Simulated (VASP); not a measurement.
# Mg (R-3m) in VASP: single point with PBE

Aim: the single point of Mg with PBE.

Program: VASP 6.6.1. These are calculated values, not measurements. Logs are shortened: lines on timing, memory, paths and dates and some standing lists are left out, and cuts for length are marked.

### 1 The cell of the first run

Symmetry: R-3m, No. 166, trigonal system. The conventional cell has a = 3.212 Å, b = 3.212 Å, c = 7.339 Å, α = 90.00°, β = 90.00°, γ = 120.00°. Mg (site symmetry -3m) has 12 Mg at 3.07 to 3.21 Å within 4.0 Å.

### 2 Single point, PBE (Cd replaced by Mg, lengths x 0.987, strained)

The input, INCAR:

```
SYSTEM = Mg
PREC     = Accurate       ! precision mode
ENCUT    = 520            ! plane-wave cutoff, eV
EDIFF    = 1E-6           ! SCF threshold, eV
ISMEAR   = 0              ! smearing method
SIGMA    = 0.1            ! smearing width, eV
LREAL    = .False.        ! projectors in reciprocal space
LASPH    = .True.         ! aspherical terms in the spheres
NELM     = 80             ! most SCF steps
ALGO     = Normal         ! electronic algorithm
ISIF     = 2              ! what is computed and relaxed
LWAVE    = .False.        ! write WAVECAR
LCHARG   = .True.         ! write CHGCAR
GGA      = PE             ! functional
LELF     = .True.         ! ELF
LVHAR    = .True.       
NBANDS   = 7              ! bands
```

The input, KPOINTS:

```
Automatic mesh
0
Gamma
  18 18 18
  0 0 0
```

The input, POSCAR:

```
Mg
1.0
    1.6061423303      0.9273067068      2.4464134774
   -1.6061423303      0.9273067068      2.4464134774
    0.0000000000     -1.8546134135      2.4464134774
Mg
1
Direct
    0.0000000000      0.0000000000      0.0000000000
```

Potentials or basis: VASP PAW PBE potentials, release 64 (Mg).

Launch:

```console
$ cat potpaw_PBE.64/Mg/POTCAR > POTCAR
$ mpirun -np 1 vasp_std > vasp.out
```

OUTCAR:

```text
SYSTEM = Mg
   PREC = Accurate
   ENCUT = 520
   EDIFF = 1E-6
   ISMEAR = 0
   LREAL = .False.
   LASPH = .True.
   NELM = 80
   ISIF = 2
   GGA = PE

 ion  position               nearest neighbor table
   1  0.000  0.000  0.000-

  LATTYP: Found a trigonal (rhomboedric) cell.
 ALAT       =     3.0699397089
 COS(alpha) =     0.4525576903

  Lattice vectors:

 A1 = (   1.6061423303,   0.9273067068,   2.4464134774)
 A2 = (  -1.6061423303,   0.9273067068,   2.4464134774)
 A3 = (   0.0000000000,  -1.8546134135,   2.4464134774)

Analysis of symmetry for initial positions (statically):
=====================================================================
 Subroutine PRICEL returns:
 Original cell was already a primitive cell.

 Routine SETGRP: Setting up the symmetry group for a
 trigonal (rhombohedral) supercell.

 Subroutine GETGRP returns: Found 12 space group operations
 (whereof 12 operations were pure point group operations)
 out of a pool of 12 trial point group operations.

The static configuration has the point symmetry D_3d.

Analysis of symmetry for dynamics (positions and initial velocities):
=====================================================================
 Subroutine PRICEL returns:
 Original cell was already a primitive cell.

 Routine SETGRP: Setting up the symmetry group for a
 trigonal (rhombohedral) supercell.

 Subroutine GETGRP returns: Found 12 space group operations
 (whereof 12 operations were pure point group operations)
 out of a pool of 12 trial point group operations.

The dynamic configuration has the point symmetry D_3d.

 Subroutine INISYM returns: Found 12 space group operations
 (whereof 12 operations are pure point group operations),
 and found     1 'primitive' translations

----------------------------------------------------------------------------------------

                                     Primitive cell

  volume of cell :      21.8619

  direct lattice vectors                    reciprocal lattice vectors
     1.606142330  0.927306707  2.446413477     0.311304914  0.179731976  0.136253882
    -1.606142330  0.927306707  2.446413477    -0.311304914  0.179731976  0.136253882
     0.000000000 -1.854613414  2.446413477     0.000000000 -0.359463952  0.136253882

  length of vectors
     3.069939709  3.069939709  3.069939709     0.384420932  0.384420932  0.384420932

  position of ions in fractional coordinates (direct lattice)
     0.000000000  0.000000000  0.000000000

  ion indices of the primitive-cell ions
   primitive index   ion index
                 1           1

----------------------------------------------------------------------------------------

 KPOINTS: Automatic mesh

Automatic generation of k-mesh.
 Grid dimensions read from file:
 generate k-points for:   18   18   18

 Generating k-lattice:

  Cartesian coordinates                     Fractional coordinates (reciprocal lattice)
     0.017294717  0.009985110  0.007569660     0.055555556 -0.000000000 -0.000000000
    -0.017294717  0.009985110  0.007569660    -0.000000000  0.055555556 -0.000000000
     0.000000000 -0.019970220  0.007569660    -0.000000000 -0.000000000  0.055555556

  Length of vectors
     0.021356718  0.021356718  0.021356718

  Shift w.r.t. Gamma in fractional coordinates (k-lattice)
     0.000000000  0.000000000  0.000000000

 Subroutine IBZKPT returns following result:
 ===========================================

 Found    580 irreducible k-points:

 Following reciprocal coordinates:
            Coordinates               Weight
  0.000000  0.000000  0.000000      1.000000
  0.055556 -0.000000  0.000000      6.000000
  0.111111 -0.000000  0.000000      6.000000
  0.166667  0.000000  0.000000      6.000000
  0.222222 -0.000000  0.000000      6.000000
  0.277778  0.000000  0.000000      6.000000
[... 16 lines left out ...]
 -0.277778  0.055556 -0.000000     12.000000
 -0.222222  0.055556  0.000000     12.000000
 [... further k-points ...]
   k-points           NKPTS =    580   k-points in BZ     NKDIM =    580   number of bands    NBANDS=      7
   number of dos      NEDOS =    301   number of ions     NIONS =      1
   total plane-waves  NPLWV =  13824
   dimension x,y,z NGX =    24 NGY =   24 NGZ =   24
   dimension x,y,z NGXF=    48 NGYF=   48 NGZF=   48
   ions per type =               1
   NGX,Y,Z   is equivalent  to a cutoff of  13.00, 13.00, 13.00 a.u.
   NGXF,Y,Z  is equivalent  to a cutoff of  25.99, 25.99, 25.99 a.u.
 SYSTEM =  Mg
   PREC   = accura    normal or accurate (medium, high low for compatibility)
   ISTART =      0    job   : 0-new  1-cont  2-samecut
   ICHARG =      2    charge: 1-file 2-atom 10-const
   ISPIN  =      1    spin polarized calculation?
   LNONCOLLINEAR =      F non collinear calculations
   LSORBIT =      F    spin-orbit coupling
   LASPH  =      T    aspherical Exc in radial PAW
   ENCUT  =  520.0 eV  38.22 Ry    6.18 a.u.   5.71  5.71  5.71*2*pi/ulx,y,z
   NELM   =     80;   NELMIN=  2; NELMDL= -5     # of ELM steps
   EDIFF  = 0.1E-05   stopping-criterion for ELM
   LREAL  =      F    real-space projection
   EDIFFG = 0.1E-04   stopping-criterion for IOM
   NSW    =      0    number of steps for IOM
   IBRION =     -1    ionic relax: 0-MD 1-quasi-New 2-CG
   NFREE  =      0    steps in history (QN), initial steepest desc. (CG)
   ISIF   =      2    stress and relaxation
   ISYM   =      2    0-nonsym 1-usesym 2-fastsym
   POTIM  = 0.5000    time-step for ionic-motion
   TEBEG  =    0.0;   TEEND  =   0.0 temperature during run
   PSTRESS=    0.0 pullay stress
   NELECT =       2.0000    total number of electrons
   NUPDOWN=      -1.0000    fix difference up-down
   EMIN   =  10.00;   EMAX   =-10.00  energy-range for DOS
   EFERMI =   0.00;   METHOD = LEGACY
   ISMEAR =     0;   SIGMA  =   0.10  broadening in eV -4-tet -1-fermi 0-gaus
   EFERMI_NEDOS =   21; number of points for ismear=-14 and -15
   IALGO  =     38    algorithm
   IMIX   =      4    mixing-type and parameters
     AMIX     =   0.40;   BMIX     =  1.00
     AMIX_MAG =   1.60;   BMIX_MAG =  1.00
  volume/ion in A,a.u.               =      21.86       147.53
  Fermi-wavevector in a.u.,A,eV,Ry     =   0.737658  1.393972  7.403474  0.544140
  Thomas-Fermi vector in A             =   1.831393
   LORBIT       =      0    0 simple, 1 ext, 2 COOP (PROOUT), +10 PAW based schemes
   GGA     = PE    functional components
   LHFCALC =     F    Hartree Fock is set to
   AEXX    =    0.0000 exact exchange contribution
   IVDW    =     0    specifies the selected vdW correction
   LEPSILON=     F    determine dielectric tensor
   LRPA    =     F    only Hartree local field effects (RPA)
 non-spin polarized calculation
 Gauss-broadening in eV      SIGMA  =   0.10
  energy-cutoff  :      520.00
  volume of cell :       21.86
 maximum number of plane-waves:       604
   NGX = 11   NGY = 11   NGZ = 11

 number of electron       2.0000000 magnetization

 Free energy of the ion-electron system (eV)
  ---------------------------------------------------
  ext. energy  EPLUGINS =         0.00000000
  ---------------------------------------------------
  free energy    TOTEN  =        -1.47466813 eV

  energy without entropy =       -1.47274637  energy(sigma->0) =       -1.47370725

 E-fermi :   2.8607     XC(G=0):  -8.6427

 val. band max:        2.8425362943   @ k =  -0.4444   0.1667   0.1667
 cond. band min:       2.8669846515   @ k =  -0.4444   0.5000   0.3889
 fundamental gap:      0.0244483572
 Fermi energy:         2.8607083914

 k-point     1 :       0.0000    0.0000    0.0000
  band No.  band energies     occupation
      1      -4.2526      2.00000
      2      14.9237      0.00000
      3      14.9237      0.00000
      4      16.7344      0.00000
      5      17.0499      0.00000
      6      17.0499      0.00000
      7      17.2286      0.00000

 k-point     2 :       0.0556   -0.0000    0.0000
  band No.  band energies     occupation
      1      -4.1838      2.00000
      2      13.8328      0.00000
      3      14.7932      0.00000
      4      16.2526      0.00000
      5      17.2949      0.00000
      6      17.3777      0.00000
      7      18.3511      0.00000

 k-point     3 :       0.1111   -0.0000    0.0000
  band No.  band energies     occupation
      1      -3.9775      2.00000
      2      12.0464      0.00000
      3      14.5213      0.00000
      4      15.8257      0.00000
      5      17.5929      0.00000
      6      17.9090      0.00000
      7      19.5466      0.00000

 k-point     4 :       0.1667    0.0000    0.0000
  band No.  band energies     occupation
      1      -3.6348      2.00000
      2      10.2284      0.00000
      3      14.2522      0.00000
      4      15.4770      0.00000
      5      17.5702      0.00000
      6      18.7342      0.00000
      7      19.2483      0.00000

 k-point     5 :       0.2222   -0.0000    0.0000
  band No.  band energies     occupation
      1      -3.1571      2.00000
      2       8.4724      0.00000
      3      14.0461      0.00000
      4      15.2222      0.00000
      5      17.4019      0.00000
      6      18.2509      0.00000
      7      18.7065      0.00000

 k-point     6 :       0.2778    0.0000    0.0000
  band No.  band energies     occupation
      1      -2.5466      2.00000
      2       6.8049      0.00000
      3      13.9230      0.00000
      4      15.0686      0.00000
      5      17.1766      0.00000
      6      17.3834      0.00000
      7      18.0020      0.00000

 k-point     7 :       0.3333    0.0000    0.0000
  band No.  band energies     occupation
      1      -1.8059      2.00000
      2       5.2378      0.00000
      3      13.8861      0.00000
      4      15.0176      0.00000
      5      16.6369      0.00000
      6      16.8419      0.00000
      7      17.5687      0.00000
[... 121 lines left out ...]
 k-point    20 :      -0.4444    0.0556    0.0000
  band No.  band energies     occupation
      1       0.4343      2.00000
      2       2.1046      2.00000
      3      12.9007      0.00000
      4      14.6724      0.00000
      5      15.9038      0.00000
      6      16.2693      0.00000
      7      18.1689      0.00000

 k-point    21 :      -0.3889    0.0556    0.0000
  band No.  band energies     occupation
      1      -0.5834      2.00000
      2       3.4026      0.00000
      3      12.6975      0.00000
      4      15.0750      0.00000
      5      15.8908      0.00000
      6      16.5504      0.00000
      7      18.1718      0.00000

 k-point    22 :      -0.3333    0.0556    0.0000
  band No.  band energies     occupation
      1      -1.4884      2.00000
      2       4.8237      0.00000
      3      12.5883      0.00000
      4      15.4230      0.00000
      5      16.0380      0.00000
      6      17.0765      0.00000
      7      18.1705      0.00000

 k-point    23 :      -0.2778    0.0556   -0.0000
  band No.  band energies     occupation
      1      -2.2686      2.00000
      2       6.3532      0.00000
      3      12.5850      0.00000
      4      15.5600      0.00000
      5      16.5992      0.00000
      6      17.7339      0.00000
      7      18.2161      0.00000

 k-point    24 :      -0.2222    0.0556    0.0000
  band No.  band energies     occupation
      1      -2.9197      2.00000
      2       7.9817      0.00000
      3      12.6928      0.00000
      4      15.6866      0.00000
      5      17.3743      0.00000
      6      18.2747      0.00000
      7      18.5015      0.00000

 [... further k-points ...]

------------------------ aborting loop because EDIFF is reached ----------------------------------------

  FORCE on cell =-STRESS in cart. coord.  units (eV):
  Direction    XX          YY          ZZ          XY          YZ          ZX
  --------------------------------------------------------------------------------------
  -------------------------------------------------------------------------------------
  Total        0.1310121      0.1310121      0.6930778      0.0000000      0.0000000      0.0000000
  in kB        9.6013786      9.6013786     50.7930216      0.0000000      0.0000000      0.0000000
  external PRESSURE =      23.3319263 kB  Pullay stress =       0.0000000 kB

 VOLUME and BASIS-vectors are now :
 -----------------------------------------------------------------------------
  energy-cutoff  :      520.00
  volume of cell :       21.86
      direct lattice vectors                 reciprocal lattice vectors
     1.606142330  0.927306707  2.446413477     0.311304914  0.179731976  0.136253882
    -1.606142330  0.927306707  2.446413477    -0.311304914  0.179731976  0.136253882
     0.000000000 -1.854613414  2.446413477     0.000000000 -0.359463952  0.136253882

 POSITION                                       TOTAL-FORCE (eV/Angst)
 -----------------------------------------------------------------------------------
      0.00000      0.00000      0.00000         0.000000      0.000000      0.000000
 -----------------------------------------------------------------------------------
    total drift:                               -0.000000     -0.000000      0.000000

  FREE ENERGIE OF THE ION-ELECTRON SYSTEM (eV)
  ---------------------------------------------------
  free  energy   TOTEN  =        -1.4746681302 eV

  energy  without entropy=       -1.4727463668  energy(sigma->0) =       -1.47370725
```

It took 48 s on 1 thread of Oxide Virtual Turin-like, shared host; peak memory 0.18 GiB.

What came out:

```
Free energy            : -1.4747 eV
Pressure               : 2.3 GPa
Band gap on the k mesh : zero (bands 1 and 2 overlap by 2.66 eV)
```

Stress tensor (GPa, compression positive):
```
0.96 0.00 0.00
0.00 0.96 0.00
0.00 0.00 5.08
```

Levels at points of the mesh, in eV from the Fermi level:
```tsv
k point	band 1	band 2	band 3	band 4	band 5
(0.00, 0.00, 0.00)	-7.11	12.06	12.06	13.87	14.19
(0.50, 0.00, 0.00)	-1.88	-1.47	11.19	12.44	12.59
(0.50, 0.50, 0.00)	-0.20	0.87	6.13	6.53	8.00
(0.50, 0.50, 0.50)	-1.36	-0.60	10.87	10.87	11.66
```

Caveat: the cell differs from its parent crystal (Cd replaced by Mg, lengths x 0.987, strained).

The gap in the log of VASP goes by the Fermi energy; the results here count the filled bands.